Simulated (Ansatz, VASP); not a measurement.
**One calculation of As, two programs**

INCAR

```
SYSTEM = As
  PREC = Accurate
  ENCUT = 520
  EDIFF = 1E-7
  ISMEAR = -1
  SIGMA = 0.1
  LREAL = .FALSE.
  LASPH = .TRUE.
  NELM = 60
  ALGO = Normal
  ISIF = 2
  LWAVE = .FALSE.
  LCHARG = .FALSE.
  GGA = PE
  NBANDS = 12
```

The input KPOINTS:

```
Automatic mesh
0
G
  13 13 8
  0 0 0
```

Contents of POSCAR:

```
As
1.0
    3.0770374710      0.0000000000      0.0000000000
   -1.5385187355      2.6647926183      0.0000000000
    0.0000000000      0.0000000000      4.6958290275
As
2
Direct
    0.3333333333      0.6666666667      0.2500000000
    0.6666666667      0.3333333333      0.7500000000
```

Input for Ansatz:

```yaml
crystal:
  lattice:
    - [3.077037471, 0.0, 0.0]
    - [-1.5385187355, 2.6647926183, 0.0]
    - [0.0, 0.0, 4.6958290275]
  atoms:
    - { symbol: As, position: [0.3333333333, 0.6666666667, 0.25] }
    - { symbol: As, position: [0.6666666667, 0.3333333333, 0.75] }
hamiltonian:
  xc: pbe
  pseudopotentials:
    kind: paw
    azcp:
      As: "pseudopotentials/As.paw.azcp"
basis:
  ecutwfc: 420
  fft_grid_basis: typed
kpoints:
  mp_grid: { grid: [13, 13, 8], shift: [0, 0, 0] }
magnetization:
  spin_polarized: false
scf:
  occupations: { method: fermi_dirac, width: 0.1 }
  lower_state_search: "off"
output:
  stress: true
```

Alike in both runs: task single point; functional PBE; k mesh 13 × 13 × 8; occupations fermi-dirac, width 0.1 eV; no spin polarisation.

|  | VASP | Ansatz |
| --- | --- | --- |
| version | VASP 6.6.1 | Ansatz 0.2.0 |
| potentials or method | VASP PAW PBE potentials, release 64 (As), cutoff 520 eV | plane waves (420 eV) with PAW, scalar-relativistic |
| valence electrons in the cell | 10 | 30 |

Ansatz gave:

* pressure (GPa): 0.2
* traceless stress, the component that is largest in VASP (GPa): 0.66

Which values does VASP return?

Pressure (GPa): 0.3; traceless stress, the component that is largest in VASP (GPa): 0.67.

VASP's potentials hold 10 valence electrons a cell and Ansatz's 30, so a difference there can come from the potentials and not from the codes.
